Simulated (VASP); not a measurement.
# Ir (P6_3/mmc) in VASP: a series of runs, part 2 of 2

VASP 6.6.1. The steps go on from the part before.

### 6 Single point, LDA

This run uses another cell than the first one, of 12.38 Å³/atom.

Contents of INCAR:

```
SYSTEM = Ir
  ALGO = Normal
  EDIFF = 1E-6
  ENCUT = 500
  GGA_COMPAT = .FALSE.
  ISIF = 2
  ISMEAR = 0
  LASPH = .TRUE.
  LCHARG = .FALSE.
  LREAL = .FALSE.
  LWAVE = .FALSE.
  NBANDS = 16
  NELM = 120
  PREC = Accurate
  SIGMA = 0.15
```

Contents of KPOINTS:

```
k-points
0
G
  18 18 10
  0 0 0
```

Contents of POSCAR:

```
Ir
1.0
    2.6241000000      0.0000000000      0.0000000000
   -1.3120500000      2.2725372621      0.0000000000
    0.0000000000      0.0000000000      4.1523000000
Ir
2
Direct
    0.6666666667      0.3333333333      0.7500000000
    0.3333333333      0.6666666667      0.2500000000
```

Potentials or basis: VASP PAW LDA potentials, release 64 (Ir).

The run is started by

```
cat potpaw_LDA.64/Ir/POTCAR > POTCAR
mpirun -np 1 vasp_std > vasp.out
```

OUTCAR:

```text
SYSTEM = Ir
   EDIFF = 1E-6
   ENCUT = 500
   ISIF = 2
   ISMEAR = 0
   LASPH = .TRUE.
   LREAL = .FALSE.
   NELM = 120
   PREC = Accurate

 ion  position               nearest neighbor table
   1  0.667  0.333  0.750-   2 2.57   2 2.57   2 2.57   2 2.57   2 2.57   2 2.57
   2  0.333  0.667  0.250-   1 2.57   1 2.57   1 2.57   1 2.57   1 2.57   1 2.57

  LATTYP: Found a hexagonal cell.
 ALAT       =     2.6241000000
 C/A-ratio  =     1.5823710987

  Lattice vectors:

 A1 = (   2.6241000000,   0.0000000000,   0.0000000000)
 A2 = (  -1.3120500000,   2.2725372621,   0.0000000000)
 A3 = (   0.0000000000,   0.0000000000,   4.1523000000)

Analysis of symmetry for initial positions (statically):
=====================================================================
 Subroutine PRICEL returns:
 Original cell was already a primitive cell.

 Routine SETGRP: Setting up the symmetry group for a
 hexagonal supercell.

 Subroutine GETGRP returns: Found 24 space group operations
 (whereof 12 operations were pure point group operations)
 out of a pool of 24 trial point group operations.

The static configuration has the point symmetry D_3d.
 The point group associated with its full space group is D_6h.

Analysis of symmetry for dynamics (positions and initial velocities):
=====================================================================
 Subroutine PRICEL returns:
 Original cell was already a primitive cell.

 Routine SETGRP: Setting up the symmetry group for a
 hexagonal supercell.

 Subroutine GETGRP returns: Found 24 space group operations
 (whereof 12 operations were pure point group operations)
 out of a pool of 24 trial point group operations.

The dynamic configuration has the point symmetry D_3d.
 The point group associated with its full space group is D_6h.

 Subroutine INISYM returns: Found 24 space group operations
 (whereof 12 operations are pure point group operations),
 and found     1 'primitive' translations

----------------------------------------------------------------------------------------

                                     Primitive cell

  volume of cell :      24.7617

  direct lattice vectors                    reciprocal lattice vectors
     2.624100000  0.000000000  0.000000000     0.381083038  0.220018395  0.000000000
    -1.312050000  2.272537262  0.000000000     0.000000000  0.440036789  0.000000000
     0.000000000  0.000000000  4.152300000     0.000000000  0.000000000  0.240830383

  length of vectors
     2.624100000  2.624100000  4.152300000     0.440036789  0.440036789  0.240830383

  position of ions in fractional coordinates (direct lattice)
     0.666666667  0.333333333  0.750000000
     0.333333333  0.666666667  0.250000000

  ion indices of the primitive-cell ions
   primitive index   ion index
                 1           1
                 2           2

----------------------------------------------------------------------------------------

 KPOINTS: k-points

Automatic generation of k-mesh.
 Grid dimensions read from file:
 generate k-points for:   18   18   10

 Generating k-lattice:

  Cartesian coordinates                     Fractional coordinates (reciprocal lattice)
     0.021171280  0.012223244  0.000000000     0.055555556  0.000000000  0.000000000
     0.000000000  0.024446488  0.000000000     0.000000000  0.055555556  0.000000000
     0.000000000  0.000000000  0.024083038     0.000000000  0.000000000  0.100000000

  Length of vectors
     0.024446488  0.024446488  0.024083038

  Shift w.r.t. Gamma in fractional coordinates (k-lattice)
     0.000000000  0.000000000  0.000000000

 Subroutine IBZKPT returns following result:
 ===========================================

 Found    222 irreducible k-points:

 Following reciprocal coordinates:
            Coordinates               Weight
  0.000000  0.000000  0.000000      1.000000
  0.055556  0.000000  0.000000      6.000000
  0.111111  0.000000  0.000000      6.000000
  0.166667 -0.000000  0.000000      6.000000
  0.222222 -0.000000  0.000000      6.000000
  0.277778 -0.000000  0.000000      6.000000
[... 16 lines left out ...]
  0.333333  0.111111  0.000000     12.000000
  0.388889  0.111111  0.000000     12.000000
 [... further k-points ...]
   k-points           NKPTS =    222   k-points in BZ     NKDIM =    222   number of bands    NBANDS=     16
   number of dos      NEDOS =    301   number of ions     NIONS =      2
   total plane-waves  NPLWV =  12000
   dimension x,y,z NGX =    20 NGY =   20 NGZ =   30
   dimension x,y,z NGXF=    40 NGYF=   40 NGZF=   60
   ions per type =               2
   NGX,Y,Z   is equivalent  to a cutoff of  12.67, 12.67, 12.01 a.u.
   NGXF,Y,Z  is equivalent  to a cutoff of  25.34, 25.34, 24.02 a.u.
 SYSTEM =  Ir
   PREC   = accura    normal or accurate (medium, high low for compatibility)
   ISTART =      0    job   : 0-new  1-cont  2-samecut
   ICHARG =      2    charge: 1-file 2-atom 10-const
   ISPIN  =      1    spin polarized calculation?
   LNONCOLLINEAR =      F non collinear calculations
   LSORBIT =      F    spin-orbit coupling
   LASPH  =      T    aspherical Exc in radial PAW
   ENCUT  =  500.0 eV  36.75 Ry    6.06 a.u.   4.78  4.78  7.57*2*pi/ulx,y,z
   NELM   =    120;   NELMIN=  2; NELMDL= -5     # of ELM steps
   EDIFF  = 0.1E-05   stopping-criterion for ELM
   LREAL  =      F    real-space projection
   EDIFFG = 0.1E-04   stopping-criterion for IOM
   NSW    =      0    number of steps for IOM
   IBRION =     -1    ionic relax: 0-MD 1-quasi-New 2-CG
   NFREE  =      0    steps in history (QN), initial steepest desc. (CG)
   ISIF   =      2    stress and relaxation
   ISYM   =      2    0-nonsym 1-usesym 2-fastsym
   POTIM  = 0.5000    time-step for ionic-motion
   TEBEG  =    0.0;   TEEND  =   0.0 temperature during run
   PSTRESS=    0.0 pullay stress
   NELECT =      18.0000    total number of electrons
   NUPDOWN=      -1.0000    fix difference up-down
   EMIN   =  10.00;   EMAX   =-10.00  energy-range for DOS
   EFERMI =   0.00;   METHOD = LEGACY
   ISMEAR =     0;   SIGMA  =   0.15  broadening in eV -4-tet -1-fermi 0-gaus
   EFERMI_NEDOS =   21; number of points for ismear=-14 and -15
   IALGO  =     38    algorithm
   IMIX   =      4    mixing-type and parameters
     AMIX     =   0.40;   BMIX     =  1.00
     AMIX_MAG =   1.60;   BMIX_MAG =  1.00
  volume/ion in A,a.u.               =      12.38        83.55
  Fermi-wavevector in a.u.,A,eV,Ry     =   1.471993  2.781663 29.480590  2.166762
  Thomas-Fermi vector in A             =   2.587061
   LORBIT       =      0    0 simple, 1 ext, 2 COOP (PROOUT), +10 PAW based schemes
   GGA     = CA    functional components
   LHFCALC =     F    Hartree Fock is set to
   AEXX    =    0.0000 exact exchange contribution
   IVDW    =     0    specifies the selected vdW correction
   LEPSILON=     F    determine dielectric tensor
   LRPA    =     F    only Hartree local field effects (RPA)
 non-spin polarized calculation
 Gauss-broadening in eV      SIGMA  =   0.15
  energy-cutoff  :      500.00
  volume of cell :       24.76
 maximum number of plane-waves:       651
 NGX is ok and might be reduce to    20
   NGX =  9   NGY =  9   NGZ = 15

 number of electron      18.0000000 magnetization

 Free energy of the ion-electron system (eV)
  ---------------------------------------------------
  ext. energy  EPLUGINS =         0.00000000
  ---------------------------------------------------
  free energy    TOTEN  =       -19.89178424 eV

  energy without entropy =      -19.87239646  energy(sigma->0) =      -19.88209035

 E-fermi :  13.0271     XC(G=0): -14.9174

 val. band max:       13.0183100977   @ k =   0.2778  -0.0000   0.4000
 cond. band min:      13.0322255172   @ k =   0.1667   0.1667   0.5000
 fundamental gap:      0.0139154195
 Fermi energy:        13.0271046709

 k-point     1 :       0.0000    0.0000    0.0000
  band No.  band energies     occupation
      1       0.2322      2.00000
      2       3.2306      2.00000
      3       8.1724      2.00000
      4       8.1724      2.00000
      5       8.3908      2.00000
      6       9.0790      2.00000
[... 8 lines left out ...]
     15      29.6093      0.00000
     16      30.8987      0.00000
[... 419 lines left out ...]
 k-point    24 :       0.3889    0.1111    0.0000
  band No.  band energies     occupation
      1       4.1874      2.00000
      2       4.4976      2.00000
      3       4.6332      2.00000
      4       7.5683      2.00000
      5       8.0583      2.00000
      6       8.7409      2.00000
[... 8 lines left out ...]
     15      25.2113      0.00000
     16      27.3437      0.00000

 [... further k-points ...]

------------------------ aborting loop because EDIFF is reached ----------------------------------------

  FORCE on cell =-STRESS in cart. coord.  units (eV):
  Direction    XX          YY          ZZ          XY          YZ          ZX
  --------------------------------------------------------------------------------------
  -------------------------------------------------------------------------------------
  Total        9.3976473      9.3976473     12.3089826     -0.0000000      0.0000000      0.0000000
  in kB      608.0644389    608.0644389    796.4391888     -0.0000000      0.0000000      0.0000000
  external PRESSURE =     670.8560222 kB  Pullay stress =       0.0000000 kB

 VOLUME and BASIS-vectors are now :
 -----------------------------------------------------------------------------
  energy-cutoff  :      500.00
  volume of cell :       24.76
      direct lattice vectors                 reciprocal lattice vectors
     2.624100000  0.000000000  0.000000000     0.381083038  0.220018395  0.000000000
    -1.312050000  2.272537262  0.000000000     0.000000000  0.440036789  0.000000000
     0.000000000  0.000000000  4.152300000     0.000000000  0.000000000  0.240830383

 POSITION                                       TOTAL-FORCE (eV/Angst)
 -----------------------------------------------------------------------------------
      1.31205      0.75751      3.11423        -0.000000      0.000000      0.000000
     -0.00000      1.51502      1.03808         0.000000      0.000000      0.000000
 -----------------------------------------------------------------------------------
    total drift:                                0.000000     -0.000000     -0.000000

  FREE ENERGIE OF THE ION-ELECTRON SYSTEM (eV)
  ---------------------------------------------------
  free  energy   TOTEN  =       -19.8917842372 eV

  energy  without entropy=      -19.8723964624  energy(sigma->0) =      -19.88209035
```

stdout:

```text
POSCAR found type information on POSCAR Ir
 POSCAR found :  1 types and       2 ions
 scaLAPACK will be used
 LDA part: xc-table for (Slater(with rela. corr.)+CA(PZ))
 , standard interpolation
 POSCAR, INCAR and KPOINTS ok, starting setup
 FFT: planning ... GRIDC
 FFT: planning ... GRID_SOFT
 FFT: planning ... GRID
 WAVECAR not read
 entering main loop
```

Wall time 1.9 min (1 thread of AMD EPYC 7R13, shared host); peak memory 0.15 GiB.

What came out:

```
Free energy            : -19.8918 eV
Pressure               : 67.1 GPa
Band gap on the k mesh : zero (bands 9 and 10 overlap by 4.25 eV)
```

Stress tensor (GPa, compression positive):
```
60.81  0.00  0.00
 0.00 60.81  0.00
 0.00  0.00 79.64
```

Levels at points of the mesh, in eV from the Fermi level:
```
           k point  band 6  band 7  band 8  band 9  band 10  band 11  band 12  band 13
(0.00, 0.00, 0.00)   -3.95   -3.95   -3.26   -3.26    -0.85     0.26     0.26     8.75
(0.50, 0.00, 0.00)   -4.23   -3.53    0.68    1.29     1.38     3.47     5.07     9.16
(0.00, 0.00, 0.50)   -5.07   -5.07   -5.07   -0.60    -0.60    -0.60    -0.60    13.44
(0.50, 0.00, 0.50)   -2.85   -1.31   -1.31    1.05     1.05     2.30     2.30     8.91
```

Caveat: the cell stands under pressure; spin-orbit coupling is left out, which moves the levels of the heavy elements.

### 7 The runs side by side

```tsv
cell	gap on the mesh (eV)	pressure (GPa)
a = 2.579, b = 2.579, c = 4.240 Å, angles 90.0, 90.0, 120.0°, 2 atoms	none	76.5
a = 2.651, b = 2.651, c = 4.035 Å, angles 90.0, 90.0, 120.0°, 2 atoms	none	75.6
a = 2.516, b = 2.516, c = 4.532 Å, angles 90.0, 90.0, 120.0°, 2 atoms	none	70.6
a = 2.579, b = 2.579, c = 4.313 Å, angles 90.0, 90.0, 120.0°, 2 atoms	none	64.4
a = 2.624, b = 2.624, c = 4.152 Å, angles 90.0, 90.0, 120.0°, 2 atoms	none	67.1
```

Alike in all rows: task single point; level LDA; potentials or basis VASP PAW LDA potentials, release 64 (Ir); no spin polarisation; k mesh 18 × 18 × 10; cutoff (eV) 500; smearing gaussian 0.15 eV.

Caveats: the cell stands under pressure; spin-orbit coupling is left out, which moves the levels of the heavy elements.

Total energies depend on the potentials used, so only differences within one code and one set of settings carry meaning.
